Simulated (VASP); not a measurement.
# Si2Mo: single point with PBE

Crystal: Si2Mo.

```
Si Mo
1.0
    -1.54383    1.54383    3.81122
     1.54383   -1.54383    3.81122
     1.54383    1.54383   -3.81122
Si Mo
2 1
Cartesian
  0.0000 0.0000 2.5418
  0.0000 0.0000 5.0806
  0.0000 0.0000 0.0000
```

```yaml
Program: VASP 6.6.1
Task: single point
Functional: PBE
Potentials_or_basis: VASP PAW PBE potentials, release 64 (Si, Mo_sv)
Cutoff: 520 eV
k_mesh: 11 × 11 × 11
Occupations: fermi-dirac, width 0.05 eV
Spin: no spin polarisation
Dipole_correction: no
Further_INCAR_settings: ALGO = Normal; EDIFF = 1e-07; NBANDS = 18
```

| Quantity | Value |
| --- | --- |
| Pressure | 30.3 GPa |
| Largest force | 0.008 eV/Å |
| Band gap on the k mesh | zero (band 11 reaches 14.48 eV, above the bottom of band 12 at 13.45 eV) |

Forces on the atoms (eV/Å):
```
Si   0.000  0.000 -0.008
Si   0.000  0.000  0.008
Mo   0.000  0.000  0.000
```

Levels at points of the mesh, in eV from the Fermi level:
| k point | band 9 | band 10 | band 11 | band 12 | band 13 | band 14 |
| --- | --- | --- | --- | --- | --- | --- |
| (0.00, 0.00, 0.00) | -2.90 | -2.90 | 0.50 | 2.76 | 3.83 | 4.00 |

Wall time 91 s on 1 thread of Intel(R) Xeon(R) Platinum 8488C (Sapphire Rapids) (shared host), peak memory 0.24 GiB.
